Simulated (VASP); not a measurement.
# AlGa3N4 (Pm) in VASP: notebook

AlGa3N4 is run at these levels: PBEsol; tasks: single point.

Everything below comes from runs of VASP 6.6.1. Logs are shortened: lines on timing, memory, paths and dates and some standing lists are left out, and cuts for length are marked.

## Step 1: The cell of the first run

It takes space group Pm (No. 6, monoclinic). The conventional cell has a = 5.478 Å, b = 3.165 Å, c = 10.325 Å, α = 90.00°, β = 95.04°, γ = 90.00°. Al (site symmetry m) has 4 N at 1.89 to 1.90 Å within 2.5 Å. Al (site symmetry m) has 4 N at 1.89 to 1.90 Å within 2.5 Å. Within 2.6 Å of Ga (site symmetry m) lie 4 N at 1.94 to 2.14 Å. Within 2.6 Å of Ga (site symmetry m) lie 4 N at 1.94 to 1.95 Å. Ga (site symmetry m) has 4 N at 1.94 to 2.18 Å within 2.6 Å. Ga (site symmetry m) has 4 N at 1.94 to 1.96 Å within 2.6 Å. Within 2.6 Å of Ga (site symmetry m) lie 4 N at 1.95 to 1.96 Å. Within 2.6 Å of Ga (site symmetry m) lie 4 N at 1.95 to 1.96 Å.

## Step 2: Single point, PBEsol (the part above a cut slid along it)

File INCAR:

```
SYSTEM = AlGa3N4
PREC = Accurate
ENCUT = 520
EDIFF = 1E-6
ISMEAR = 0
SIGMA = 0.05
LREAL = Auto
LASPH = .True.
NELM = 100
ALGO = Normal
ISIF = 2
LWAVE = .False.
LCHARG = .False.
GGA = PS
NBANDS = 76
LUSENCCL = .False.
```

File KPOINTS:

```
Automatic mesh
0
Gamma
  8 5 3
  0 0 0
```

File POSCAR:

```
AlGa3N4
1.0
    0.0000000000     -3.1649847989      0.0000000000
    0.0035856878      0.0000000000     -5.4784941327
   10.2876903449      0.0000000000     -4.5649861517
Al Ga N
2 6 8
Direct
    0.5000000000     -0.3720391949      0.8456517113
    0.5000000000      0.0446108051      0.3456517113
    0.5000000000      0.5859932908      0.0949083513
    0.5000000000      0.1693432908      0.5949083513
    0.0000000000      0.0893930850      0.0948636924
    0.0000000000     -0.3272569150      0.5948636924
    0.0000000000      0.5460969050      0.3452808907
    0.0000000000      0.1294469050      0.8452808907
    0.5000000000     -0.0943875566      0.9051843767
    0.5000000000      0.3222624434      0.4051843767
    0.0000000000     -0.5798234112      0.9041729896
    0.0000000000     -0.1631734112      0.4041729896
    0.0000000000      0.7041457155      0.1555718196
    0.0000000000      0.2874957155      0.6555718196
    0.5000000000      0.1985703824      0.1609661733
    0.5000000000     -0.2180796176      0.6609661733
```

Potentials or basis: VASP PAW PBE potentials, release 64 (Al, Ga_d, N).

Command:

```
$ cat potpaw_PBE.64/Al/POTCAR potpaw_PBE.64/Ga_d/POTCAR potpaw_PBE.64/N/POTCAR > POTCAR
$ mpirun -np 1 vasp_std > vasp.out
```

OUTCAR:

```text
SYSTEM = AlGa3N4
   PREC = Accurate
   ENCUT = 520
   EDIFF = 1E-6
   ISMEAR = 0
   LREAL = Auto
   LASPH = .True.
   NELM = 100
   ISIF = 2
   GGA = PS

 ion  position               nearest neighbor table
   1  0.500  0.628  0.846-   9 1.89  16 1.90  11 1.90  11 1.90   3 2.72
   2  0.500  0.045  0.346-  10 1.89  15 1.90  12 1.90  12 1.90
   3  0.500  0.586  0.095-  13 1.94  13 1.94  15 1.94   9 2.14   1 2.72
   4  0.500  0.169  0.595-  14 1.94  14 1.94  16 1.94  10 1.95
   5  0.000  0.089  0.095-  13 1.94  15 1.94  15 1.94  11 2.18   8 2.73
   6  0.000  0.673  0.595-  14 1.94  16 1.94  16 1.94  12 1.96
   7  0.000  0.546  0.345-  10 1.95  10 1.95  13 1.95  12 1.96
   8  0.000  0.129  0.845-   9 1.95   9 1.95  14 1.95  11 1.96   5 2.73
   9  0.500  0.906  0.905-   1 1.89   8 1.95   8 1.95   3 2.14
  10  0.500  0.322  0.405-   2 1.89   7 1.95   7 1.95   4 1.95
  11  0.000  0.420  0.904-   1 1.90   1 1.90   8 1.96   5 2.18
  12  0.000  0.837  0.404-   2 1.90   2 1.90   7 1.96   6 1.96
  13  0.000  0.704  0.156-   3 1.94   3 1.94   5 1.94   7 1.95
  14  0.000  0.287  0.656-   4 1.94   4 1.94   6 1.94   8 1.95
  15  0.500  0.199  0.161-   2 1.90   3 1.94   5 1.94   5 1.94
  16  0.500  0.782  0.661-   1 1.90   4 1.94   6 1.94   6 1.94

  LATTYP: Found a simple monoclinic cell.
 ALAT       =     5.4784953061
 B/A-ratio  =     0.5777105979
 C/A-ratio  =     1.8845680302
 COS(beta)  =    -0.0878268475

  Lattice vectors:

 A1 = (   0.0035856878,   0.0000000000,  -5.4784941327)
 A2 = (   0.0000000000,   3.1649847989,   0.0000000000)
 A3 = (  10.2841046571,   0.0000000000,   0.9135079810)

Analysis of symmetry for initial positions (statically):
=====================================================================
 Subroutine PRICEL returns:
 Original cell was already a primitive cell.

 Routine SETGRP: Setting up the symmetry group for a
 simple monoclinic supercell.

 Subroutine GETGRP returns: Found  2 space group operations
 (whereof  2 operations were pure point group operations)
 out of a pool of  4 trial point group operations.

The static configuration has the point symmetry C_1h.

Analysis of symmetry for dynamics (positions and initial velocities):
=====================================================================
 Subroutine PRICEL returns:
 Original cell was already a primitive cell.

 Routine SETGRP: Setting up the symmetry group for a
 simple monoclinic supercell.

 Subroutine GETGRP returns: Found  2 space group operations
 (whereof  2 operations were pure point group operations)
 out of a pool of  4 trial point group operations.

The dynamic configuration has the point symmetry C_1h.

 Subroutine INISYM returns: Found  2 space group operations
 (whereof  2 operations are pure point group operations),
 and found     1 'primitive' translations

----------------------------------------------------------------------------------------

                                     Primitive cell

  volume of cell :     178.3301

  direct lattice vectors                    reciprocal lattice vectors
     0.000000000 -3.164984799  0.000000000     0.000000000 -0.315957284  0.000000000
     0.003585688  0.000000000 -5.478494133    -0.081018935 -0.000000000 -0.182584937
    10.287690345  0.000000000 -4.564986152     0.097231786  0.000000000  0.000063638

  length of vectors
     3.164984799  5.478495306 11.255028707     0.315957284  0.199753166  0.097231807

  position of ions in fractional coordinates (direct lattice)
     0.500000000  0.627960805  0.845651711
     0.500000000  0.044610805  0.345651711
     0.500000000  0.585993291  0.094908351
     0.500000000  0.169343291  0.594908351
     0.000000000  0.089393085  0.094863692
     0.000000000  0.672743085  0.594863692
[... 8 lines left out ...]
     0.500000000  0.198570382  0.160966173
     0.500000000  0.781920382  0.660966173

  ion indices of the primitive-cell ions
   primitive index   ion index
                 1           1
                 2           2
                 3           3
                 4           4
                 5           5
                 6           6
[... 8 lines left out ...]
                15          15
                16          16

----------------------------------------------------------------------------------------

 KPOINTS: Automatic mesh

Automatic generation of k-mesh.
 Grid dimensions read from file:
 generate k-points for:    8    5    3

 Generating k-lattice:

  Cartesian coordinates                     Fractional coordinates (reciprocal lattice)
     0.000000000 -0.039494660  0.000000000     0.125000000  0.000000000  0.000000000
    -0.016203787 -0.000000000 -0.036516987     0.000000000  0.200000000 -0.000000000
     0.032410595  0.000000000  0.000021213     0.000000000  0.000000000  0.333333333

  Length of vectors
     0.039494660  0.039950633  0.032410602

  Shift w.r.t. Gamma in fractional coordinates (k-lattice)
     0.000000000  0.000000000  0.000000000

[... 38 lines left out ...]
   NSW    =      0    number of steps for IOM
   IBRION =     -1    ionic relax: 0-MD 1-quasi-New 2-CG
   NFREE  =      0    steps in history (QN), initial steepest desc. (CG)
   ISIF   =      2    stress and relaxation
   ISYM   =      2    0-nonsym 1-usesym 2-fastsym
   POTIM  = 0.5000    time-step for ionic-motion
   TEBEG  =    0.0;   TEEND  =   0.0 temperature during run
   PSTRESS=    0.0 pullay stress
   NELECT =     124.0000    total number of electrons
   NUPDOWN=      -1.0000    fix difference up-down
   EMIN   =  10.00;   EMAX   =-10.00  energy-range for DOS
   EFERMI =   0.00;   METHOD = LEGACY
   ISMEAR =     0;   SIGMA  =   0.05  broadening in eV -4-tet -1-fermi 0-gaus
   EFERMI_NEDOS =   21; number of points for ismear=-14 and -15
   IALGO  =     38    algorithm
   IMIX   =      4    mixing-type and parameters
     AMIX     =   0.40;   BMIX     =  1.00
     AMIX_MAG =   1.60;   BMIX_MAG =  1.00
  volume/ion in A,a.u.               =      11.15        75.21
  Fermi-wavevector in a.u.,A,eV,Ry     =   1.450354  2.740771 28.620199  2.103525
  Thomas-Fermi vector in A             =   2.567975
   LORBIT       =      0    0 simple, 1 ext, 2 COOP (PROOUT), +10 PAW based schemes
   GGA     = PS    functional components
   LHFCALC =     F    Hartree Fock is set to
   AEXX    =    0.0000 exact exchange contribution
   IVDW    =     0    specifies the selected vdW correction
   LEPSILON=     F    determine dielectric tensor
   LRPA    =     F    only Hartree local field effects (RPA)
 non-spin polarized calculation
 Gauss-broadening in eV      SIGMA  =   0.05
  energy-cutoff  :      520.00
  volume of cell :      178.33
 maximum number of plane-waves:      4856
 NGX is ok and might be reduce to    24
   NGX = 11   NGY = 21   NGZ = 41

 number of electron     123.9999928 magnetization

 Free energy of the ion-electron system (eV)
  ---------------------------------------------------
  ext. energy  EPLUGINS =         0.00000000
  ---------------------------------------------------
  free energy    TOTEN  =      -108.69068291 eV

  energy without entropy =     -108.69068291  energy(sigma->0) =     -108.69068291

 E-fermi :   5.7182     XC(G=0): -11.7576

 val. band max:        5.5086491967   @ k =   0.0000   0.0000   0.0000
 cond. band min:       7.5631680858   @ k =   0.0000   0.0000   0.0000
 fundamental gap:      2.0545188890
 Fermi energy:         5.7182241914

 k-point     1 :       0.0000    0.0000    0.0000
  band No.  band energies     occupation
      1     -10.4011      2.00000
      2      -9.8873      2.00000
      3      -9.6047      2.00000
      4      -9.4556      2.00000
      5      -9.2944      2.00000
      6      -9.1025      2.00000
[... 66 lines left out ...]
     73      13.4765      0.00000
     74      14.0837      0.00000

 k-point     2 :       0.1250    0.0000    0.0000
  band No.  band energies     occupation
      1     -10.2814      2.00000
      2      -9.8088      2.00000
      3      -9.5494      2.00000
      4      -9.4157      2.00000
      5      -9.2713      2.00000
      6      -9.0686      2.00000
[... 1686 lines left out ...]
 k-point    24 :       0.3750    0.2000    0.3333
  band No.  band energies     occupation
      1      -9.6738      2.00000
      2      -9.4741      2.00000
      3      -9.4149      2.00000
      4      -9.2310      2.00000
      5      -9.1496      2.00000
      6      -8.8948      2.00000
[... 66 lines left out ...]
     73      12.9307      0.00000
     74      13.1644      0.00000

 [... further k-points ...]

 [bands above 74 left out]

------------------------ aborting loop because EDIFF is reached ----------------------------------------

  FORCE on cell =-STRESS in cart. coord.  units (eV):
  Direction    XX          YY          ZZ          XY          YZ          ZX
  --------------------------------------------------------------------------------------
  -------------------------------------------------------------------------------------
  Total        0.4122626      0.4629280     -5.0572414      0.0000000      0.0000000     -5.8481253
  in kB        3.7039062      4.1591007    -45.4359589      0.0000000      0.0000000    -52.5415263
  external PRESSURE =     -12.5243173 kB  Pullay stress =       0.0000000 kB

 VOLUME and BASIS-vectors are now :
 -----------------------------------------------------------------------------
  energy-cutoff  :      520.00
  volume of cell :      178.33
      direct lattice vectors                 reciprocal lattice vectors
     0.000000000 -3.164984799  0.000000000     0.000000000 -0.315957284  0.000000000
     0.003585688  0.000000000 -5.478494133    -0.081018935 -0.000000000 -0.182584937
    10.287690345  0.000000000 -4.564986152     0.097231786  0.000000000  0.000063638

 POSITION                                       TOTAL-FORCE (eV/Angst)
 -----------------------------------------------------------------------------------
      8.70205     -1.58249     -7.30067        -0.479231      0.000000      0.308916
      3.55612     -1.58249     -1.82230         0.181401      0.000000     -0.022928
      0.97849     -1.58249     -3.64362        -0.230955      0.000000     -1.182297
      6.12084     -1.58249     -3.64349         0.147549      0.000000      0.040958
      0.97625      0.00000     -0.92279        -0.179396      0.000000     -1.172058
      6.12219      0.00000     -6.40116         0.152124      0.000000      0.002508
[... 8 lines left out ...]
      1.65668     -1.58249     -1.82268        -0.090928      0.000000     -0.075631
      6.80262     -1.58249     -7.30105        -0.189040      0.000000      0.020966
 -----------------------------------------------------------------------------------
    total drift:                                0.013251     -0.000000     -0.001577

  FREE ENERGIE OF THE ION-ELECTRON SYSTEM (eV)
  ---------------------------------------------------
  free  energy   TOTEN  =      -108.6906829131 eV

  energy  without entropy=     -108.6906829131  energy(sigma->0) =     -108.69068291
```

It took 8.1 min on 1 × NVIDIA H100 80GB with 1 thread of AMD EPYC 7R13 (Zen 3), shared host; peak memory 1.5 GiB.

Results:

| Quantity | Value |
| --- | --- |
| Free energy | -108.6907 eV |
| Pressure | -1.3 GPa |
| Largest force | 1.205 eV/Å |
| Band gap on the k mesh | 2.05 eV |

Forces on the atoms (eV/Å):
```
Al  -0.479  0.000  0.309
Al   0.181  0.000 -0.023
Ga  -0.231  0.000 -1.182
Ga   0.148  0.000  0.041
Ga  -0.179  0.000 -1.172
Ga   0.152  0.000  0.003
Ga   0.119  0.000 -0.037
Ga  -0.316  0.000  0.444
N    0.515  0.000  0.897
N   -0.109  0.000  0.003
N    0.692  0.000  0.806
N   -0.110  0.000  0.009
N    0.023  0.000 -0.072
N   -0.126  0.000  0.030
N   -0.091  0.000 -0.076
N   -0.189  0.000  0.021
```

Stress tensor (GPa, compression positive):
```
 0.37  0.00 -5.25
 0.00  0.42  0.00
-5.25  0.00 -4.54
```

Levels at points of the mesh, in eV from the valence-band top:
```
           k point  band 59  band 60  band 61  band 62  band 63  band 64  band 65  band 66
(0.00, 0.00, 0.00)    -0.48    -0.20    -0.04     0.00     2.05     3.37     4.32     4.52
(0.50, 0.00, 0.00)    -1.60    -1.56    -1.04    -1.00     4.63     4.73     5.79     5.86
```

Caveat: the cell differs from its parent crystal (the part above a cut slid along it); the PAW data sets were made with another functional, which shifts forces and pressure a little.

## Step 3: Single point, PBEsol (the part above a cut slid along it)

File INCAR:

```
ALGO = Normal ; EDIFF = 1E-6
ENCUT = 520 ; GGA = PS
ISIF = 2 ; ISMEAR = 0
LASPH = T ; LCHARG = F
LREAL = Auto ; LUSENCCL = F
LWAVE = F ; NBANDS = 76
NELM = 100 ; PREC = Accurate
SIGMA = 0.05
```

File KPOINTS:

```
k-points
0
Gamma
  8 5 3
```

File POSCAR:

```
AlGa3N4
1.0
    0.0000000000     -3.1649847989      0.0000000000
    0.0035856878      0.0000000000     -5.4784941327
   10.2850010791      0.0000000000     -0.4561155522
Al Ga N
2 6 8
Direct
    0.5000000000      0.2621995885      0.8456517113
    0.5000000000      0.3038495885      0.3456517113
    0.5000000000      0.6571745542      0.0949083513
    0.5000000000      0.6155245542      0.5949083513
    0.0000000000      0.1605408543      0.0948636924
    0.0000000000      0.1188908543      0.5948636924
    0.0000000000      0.8050575730      0.3452808907
    0.0000000000      0.7634075730      0.8452808907
    0.5000000000      0.5845007259      0.9051843767
    0.5000000000      0.6261507259      0.4051843767
    0.0000000000      0.0983063310      0.9041729896
    0.0000000000      0.1399563310      0.4041729896
    0.0000000000      0.8208245802      0.1555718196
    0.0000000000      0.7791745802      0.6555718196
    0.5000000000      0.3192950124      0.1609661733
    0.5000000000      0.2776450124      0.6609661733
```

Potentials or basis: VASP PAW PBE potentials, release 64 (Al, Ga_d, N).

Command:

```
$ cat potpaw_PBE.64/Al/POTCAR potpaw_PBE.64/Ga_d/POTCAR potpaw_PBE.64/N/POTCAR > POTCAR
$ mpirun -np 1 vasp_std > vasp.out
```

Wall time 8.1 min (1 × NVIDIA H100 80GB with 1 thread of AMD EPYC 7R13 (Zen 3), shared host); peak memory 1.5 GiB.

It converged, with:

| Item | Value |
| --- | --- |
| Free energy | -109.6701 eV |
| Pressure | -0.6 GPa |
| Largest force | 0.856 eV/Å |
| Band gap on the k mesh | 2.23 eV |

Forces on the atoms (eV/Å):
```
Al  -0.059  0.000 -0.017
Al   0.068  0.000  0.046
Ga  -0.281  0.000  0.561
Ga   0.053  0.000 -0.010
Ga  -0.204  0.000  0.536
Ga   0.058  0.000 -0.010
Ga   0.051  0.000  0.060
Ga  -0.089  0.000 -0.055
N    0.386  0.000 -0.764
N   -0.025  0.000 -0.003
N    0.132  0.000 -0.765
N   -0.046  0.000  0.010
N    0.029  0.000  0.248
N   -0.053  0.000 -0.054
N    0.043  0.000  0.250
N   -0.064  0.000 -0.034
```

Stress tensor (GPa, compression positive):
```
-0.30  0.00  3.90
 0.00 -0.71  0.00
 3.90  0.00 -0.71
```

Levels at points of the mesh, in eV from the valence-band top:
| k point | band 59 | band 60 | band 61 | band 62 | band 63 | band 64 | band 65 | band 66 |
| --- | --- | --- | --- | --- | --- | --- | --- | --- |
| (0.00, 0.00, 0.00) | -0.47 | -0.19 | -0.11 | 0.00 | 2.23 | 3.96 | 4.32 | 4.44 |
| (0.50, 0.00, 0.00) | -1.73 | -1.60 | -1.32 | -1.30 | 5.07 | 5.18 | 5.71 | 5.76 |

Caveat: the cell differs from its parent crystal (the part above a cut slid along it); the PAW data sets were made with another functional, which shifts forces and pressure a little.

## Step 4: Single point, PBEsol (the part above a cut slid along it)

File INCAR:

```
SYSTEM = AlGa3N4
PREC     = Accurate       ! precision mode
ENCUT    = 520            ! plane-wave cutoff, eV
EDIFF    = 1E-6           ! SCF threshold, eV
ISMEAR   = 0              ! smearing method
SIGMA    = 0.05           ! smearing width, eV
LREAL    = Auto         
LASPH    = .TRUE.         ! aspherical terms in the spheres
NELM     = 60             ! most SCF steps
ALGO     = Normal         ! electronic algorithm
ISIF     = 2              ! what is computed and relaxed
LWAVE    = .FALSE.        ! write WAVECAR
LCHARG   = .FALSE.        ! write CHGCAR
GGA      = PS             ! functional
NBANDS   = 76             ! bands
LUSENCCL = .FALSE.
```

File KPOINTS:

```
Automatic mesh
0
G
  8 5 3
  0 0 0
```

File POSCAR:

```
AlGa3N4
1.0
    0.0000000000     -3.1649847989      0.0000000000
    0.0035856878      0.0000000000     -5.4784941327
   10.2855988132      0.0000000000     -1.3693805241
Al Ga N
2 6 8
Direct
    0.5000000000      0.1212294483      0.8456517113
    0.5000000000      0.2462294483      0.3456517113
    0.5000000000      0.6413533321      0.0949083513
    0.5000000000      0.5163533321      0.5949083513
    0.0000000000      0.1447270768      0.0948636924
    0.0000000000      0.0197270768      0.5948636924
    0.0000000000      0.7474992485      0.3452808907
    0.0000000000      0.6224992485      0.8452808907
    0.5000000000      0.4336064903      0.9051843767
    0.5000000000      0.5586064903      0.4051843767
    0.0000000000     -0.0524193064      0.9041729896
    0.0000000000      0.0725806936      0.4041729896
    0.0000000000      0.7948907579      0.1555718196
    0.0000000000      0.6698907579      0.6555718196
    0.5000000000      0.2924619513      0.1609661733
    0.5000000000      0.1674619513      0.6609661733
```

Command:

```
$ cat potpaw_PBE.64/Al/POTCAR potpaw_PBE.64/Ga_d/POTCAR potpaw_PBE.64/N/POTCAR > POTCAR
$ mpirun -np 1 vasp_std > vasp.out
```

It took 8 min on 1 × NVIDIA H100 80GB with 1 thread of AMD EPYC 7R13 (Zen 3), shared host; peak memory 1.5 GiB.

Results (log left out):

| Property | Result |
| --- | --- |
| Free energy | -107.1731 eV |
| Pressure | -1.0 GPa |
| Largest force | 1.416 eV/Å |
| Band gap on the k mesh | 1.48 eV (least direct gap 1.49 eV) |

Forces on the atoms (eV/Å):
```
Al  -0.245  0.000  0.173
Al   0.436  0.000  0.071
Ga  -0.257  0.000  0.657
Ga   0.280  0.000  0.010
Ga  -0.352  0.000  0.616
Ga   0.312  0.000 -0.030
Ga   0.353  0.000  0.113
Ga  -0.310  0.000  0.133
N    0.071  0.000 -1.269
N   -0.183  0.000  0.013
N   -0.335  0.000 -1.375
N   -0.270  0.000  0.016
N    0.561  0.000  0.549
N   -0.292  0.000 -0.093
N    0.585  0.000  0.474
N   -0.355  0.000 -0.057
```

Stress tensor (GPa, compression positive):
```
 4.56  0.00  5.87
 0.00 -2.49  0.00
 5.87  0.00 -5.15
```

Levels at points of the mesh, in eV from the valence-band top:
| k point | band 59 | band 60 | band 61 | band 62 | band 63 | band 64 | band 65 | band 66 |
| --- | --- | --- | --- | --- | --- | --- | --- | --- |
| (0.00, 0.00, 0.00) | -0.45 | -0.29 | -0.24 | -0.02 | 1.48 | 2.38 | 3.65 | 3.89 |
| (0.50, 0.00, 0.00) | -1.80 | -1.76 | -0.73 | -0.64 | 3.40 | 3.53 | 5.43 | 5.64 |

Caveat: the cell differs from its parent crystal (the part above a cut slid along it); the stress differs along the axes, from -5 to 5 GPa; the PAW data sets were made with another functional, which shifts forces and pressure a little. A k mesh can miss the band edges.

## Step 5: The runs side by side

```tsv
cell	gap on the mesh (eV)	pressure (GPa)	largest force (eV/Å)
a = 3.165, b = 5.478, c = 11.255 Å, angles 66.0, 90.0, 90.0°, 16 atoms	2.05	-1.3	1.20
a = 3.165, b = 5.478, c = 10.295 Å, angles 87.4, 90.0, 90.0°, 16 atoms	2.23	-0.6	0.86
a = 3.165, b = 5.478, c = 10.376 Å, angles 82.4, 90.0, 90.0°, 16 atoms	1.48	-1.0	1.42
```

Alike in all rows: task single point; level PBEsol; potentials or basis VASP PAW PBE potentials, release 64 (Al, Ga_d, N); no spin polarisation; k mesh 8 × 5 × 3; cutoff (eV) 520; smearing gaussian 0.05 eV.

Caveats: the PAW data sets were made with another functional, which shifts forces and pressure a little; the stress differs along the axes, from -5 to 5 GPa (at least some runs).

Absolute energies hang on the potentials; compare differences alone.
